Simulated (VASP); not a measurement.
A run of VASP 6.6.1:

INCAR

```
SYSTEM = MnS
  ALGO = Normal
  EDIFF = 1E-6
  ENCUT = 500
  GGA = PE
  GGA_COMPAT = .FALSE.
  ISIF = 2
  ISMEAR = 0
  ISPIN = 2
  LASPH = .TRUE.
  LCHARG = .FALSE.
  LMAXMIX = 4
  LORBIT = 11
  LREAL = .FALSE.
  LWAVE = .FALSE.
  MAGMOM = 4 0
  NBANDS = 20
  NELM = 200
  PREC = Accurate
  SIGMA = 0.05
```

KPOINTS

```
k-points
0
G
  15 15 15
  0 0 0
```

File POSCAR:

```
MnS
1.0
    1.8299960138      1.0565486912      2.9709202777
   -1.8299960138      1.0565486912      2.9709202777
    0.0000000000     -2.1130973823      2.9709202777
Mn S
1 1
Direct
    0.0000000000      0.0000000000      0.0000000000
    0.5000000000      0.5000000000      0.5000000000
```

Potentials or basis: VASP PAW PBE potentials, release 64 (Mn_pv, S).

Run with:

```sh
$ cat potpaw_PBE.64/Mn_pv/POTCAR potpaw_PBE.64/S/POTCAR > POTCAR
$ mpirun -np 1 vasp_std > vasp.out
```

Hardware: 1 thread of Oxide Virtual Turin-like Processor, with other jobs on the host.

Question: Estimate the wall time of this run.

Answer: Run time: 8.5 min on 1 thread of Oxide Virtual Turin-like Processor (shared host), peak memory 0.39 GiB. Counts: scf iterations 15, k points 344.
